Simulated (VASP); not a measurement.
Li4Ru, 5 atoms in the cell. The typed cell holds 5 atoms: a = 5.011 Å, b = 5.011 Å, c = 5.011 Å, α = 109.47°, β = 109.47°, γ = 109.47°. 

- Program: VASP 6.6.1
- Task: single point
- Functional: PBE
- Potentials or basis: VASP PAW PBE potentials, release 64 (Li_sv, Ru_pv)
- Cutoff: 520 eV
- k mesh: 6 × 6 × 6
- Occupations: gaussian, width 0.1 eV
- Spin: no spin polarisation
- Dipole correction: no
- Further INCAR settings: ALGO = Normal; EDIFF = 1e-06; NBANDS = 21

Potentials or basis: VASP PAW PBE potentials, release 64 (Li_sv, Ru_pv).

The run is started by

```console
$ cat potpaw_PBE.64/Li_sv/POTCAR potpaw_PBE.64/Ru_pv/POTCAR > POTCAR
$ mpirun -np 1 vasp_std > vasp.out
```

Hardware: 1 thread of AMD EPYC 9R45 96-Core Processor (Zen 5) (shared host).

**Question.** How long does it take, and how much memory?

**Answer.** Run time: 19 s on 1 thread of AMD EPYC 9R45 96-Core Processor (Zen 5) (shared host), peak memory 0.21 GiB. Counts: scf iterations 13, k points 16.
